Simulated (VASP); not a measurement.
ZrN: single point with PBE

The system is ZrN, a slab with vacuum.

```
Zr N
1.0
     3.24895    0.00000    0.00000
     0.00000    3.24895    0.00000
     0.00000    0.00000   20.59470
Zr N
3 3
Cartesian
  0.8122 0.8122 8.0000
  2.4367 2.4367 10.2973
  0.8122 0.8122 12.5947
  2.4367 2.4367 8.0000
  0.8122 0.8122 10.2973
  2.4367 2.4367 12.5947
```

| Property | Result |
| --- | --- |
| Program | VASP 6.6.1 |
| Task | single point |
| Functional | PBE |
| Potentials or basis | VASP PAW PBE potentials, release 64 (Zr_sv, N) |
| Cutoff | 520 eV |
| k mesh | 10 × 10 × 1 |
| Occupations | fermi-dirac, width 0.05 eV |
| Spin | no spin polarisation |

The largest force is 1.407 eV/Å and the band gap on the k mesh is zero (an odd number of electrons rules out a gap without spin polarisation).

Forces on the atoms (eV/Å):
```
Zr   0.000  0.000  1.407
Zr   0.000  0.000  0.000
Zr   0.000  0.000 -1.407
N    0.000  0.000 -0.817
N    0.000  0.000  0.000
N    0.000  0.000  0.817
```

Levels at points of the mesh, in eV from the Fermi level:
```tsv
k point	band 22	band 23	band 24	band 25	band 26	band 27	band 28	band 29
(0.00, 0.00, 0.00)	-2.82	-2.82	-2.43	-2.43	-2.11	-1.00	-0.47	0.43
(0.50, 0.00, 0.00)	-5.03	-4.95	-4.42	1.11	1.18	1.78	1.99	2.26
(0.50, 0.50, 0.00)	-3.30	-3.30	-2.68	-2.00	-2.00	0.10	0.10	1.96
```

It took 2.9 min on 1 thread of Intel(R) Xeon(R) Platinum 8259CL CPU @ 2.50GHz (Skylake/Cascade Lake) (shared host), peak memory 0.35 GiB.
